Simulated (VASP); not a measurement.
Os, 1 atom in the cell. Symmetry: C2/m, No. 12, monoclinic system. Conventional cell: a = 4.719 Å, b = 2.709 Å, c = 2.819 Å, α = 90.00°, β = 125.45°, γ = 90.00°. Within 3.6 Å of Os (site symmetry 2/m) lie 12 Os at 2.71 to 2.82 Å.  This cell differs from its parent crystal: strained.

```yaml
Program: VASP 6.6.1
Task: single point
Functional: PBEsol
Potentials_or_basis: VASP PAW PBE potentials, release 64 (Os)
Cutoff: 520 eV
k_mesh: 16 × 16 × 16
Occupations: gaussian, width 0.1 eV
Spin: no spin polarisation
Dipole_correction: no
Further_INCAR_settings: ALGO = Fast; EDIFF = 1e-06; NBANDS = 10
```

Potentials or basis: VASP PAW PBE potentials, release 64 (Os).

Launch:

```bash
$ cat potpaw_PBE.64/Os/POTCAR > POTCAR
$ mpirun -np 1 vasp_std > vasp.out
```

Hardware: 1 thread of AMD EPYC 7R13 Processor (Zen 3) (shared host).

Task: How long does it take, and how much memory?

Result: Wall time 120 s on 1 thread of AMD EPYC 7R13 Processor (Zen 3) (shared host), peak memory 0.25 GiB. Counts: scf iterations 12, k points 1098.
